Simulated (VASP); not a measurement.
Crystal: HfBiBr3.

```xyz
5
Lattice="5.1647 0.0000 0.0000 0.0000 5.1647 0.0000 0.0000 0.0000 5.1647" Properties=species:S:1:pos:R:3 pbc="T T T"
Hf    0.0000    0.0000    0.0000
Bi    2.5824    2.5824    2.5824
Br    2.5824    0.0000    0.0000
Br    0.0000    2.5824    0.0000
Br    0.0000    0.0000    2.5824
```

| Quantity | Value |
| --- | --- |
| Program | VASP 6.6.1 |
| Task | relaxation of cell and atoms |
| Functional | PBE |
| Potentials or basis | VASP PAW PBE potentials, release 64 (Hf_pv, Bi_d, Br) |
| Cutoff | 600 eV |
| k mesh | 4 × 4 × 4 |
| Occupations | gaussian, width 0.1 eV |
| Spin | no spin polarisation |

At the start: pressure 4.4 GPa; volume 27.55 Å³/atom.

Q: Where does the relaxation end?

A: Over 3 steps the energy falls by 29.0 meV/atom and the volume is 29.86 Å³/atom (+8.4 %); space group Pm-3m (No. 221, to 0.1 Å) before and after.

Step by step:
```csv
step,energy change (eV),largest force (eV/Å),pressure (GPa),volume (Å³)
1,0.0000,0.0000,4.36,137.76
2,-0.1318,0.0000,-1.08,153.25
3,-0.1452,0.0000,0.01,149.29
```

Final structure:
```
Hf Bi Br
1.0
     5.30487    0.00000    0.00000
     0.00000    5.30487    0.00000
     0.00000    0.00000    5.30487
Hf Bi Br
1 1 3
Direct
  0.00000 0.00000 0.00000
  0.50000 0.50000 0.50000
  0.50000 0.00000 0.00000
  0.00000 0.50000 0.00000
  0.00000 0.00000 0.50000
```
